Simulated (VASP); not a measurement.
A run of VASP 6.6.1:

Contents of INCAR:

```
SYSTEM = CaO
PREC     = Accurate       ! precision mode
ENCUT    = 600            ! plane-wave cutoff, eV
EDIFF    = 1E-6           ! SCF threshold, eV
ISMEAR   = -1             ! smearing method
SIGMA    = 0.05           ! smearing width, eV
LREAL    = .FALSE.        ! projectors in reciprocal space
LASPH    = .TRUE.         ! aspherical terms in the spheres
NELM     = 100            ! most SCF steps
ALGO     = Normal         ! electronic algorithm
ISIF     = 3              ! what is computed and relaxed
LWAVE    = .FALSE.        ! write WAVECAR
LCHARG   = .FALSE.        ! write CHGCAR
GGA      = PS             ! functional
IBRION   = 2              ! ionic algorithm
NSW      = 100            ! ionic steps
EDIFFG   = -0.002         ! ionic threshold
```

The input KPOINTS:

```
Automatic mesh
0
G
  18 18 18
  0 0 0
```

The input POSCAR:

```
CaO
1.0
    0.0000000000      2.4065000000      2.4065000000
    2.4065000000      0.0000000000      2.4065000000
    2.4065000000      2.4065000000      0.0000000000
Ca O
1 1
Direct
    0.0000000000      0.0000000000      0.0000000000
    0.5000000000      0.5000000000      0.5000000000
```

Potentials or basis: VASP PAW PBE potentials, release 64 (Ca_sv, O).

Command:

```sh
$ cat potpaw_PBE.64/Ca_sv/POTCAR potpaw_PBE.64/O/POTCAR > POTCAR
$ mpirun -np 1 vasp_std > vasp.out
```

Hardware: 1 thread of AMD EPYC 7R43 64-Core Processor (Zen 3), on a shared host.

Estimate the wall time of this run.

Run time: 3.4 min on 1 thread of AMD EPYC 7R43 64-Core Processor (Zen 3) (shared host), peak memory 0.21 GiB. Counts: scf iterations 30, k points 195, ion steps 3.
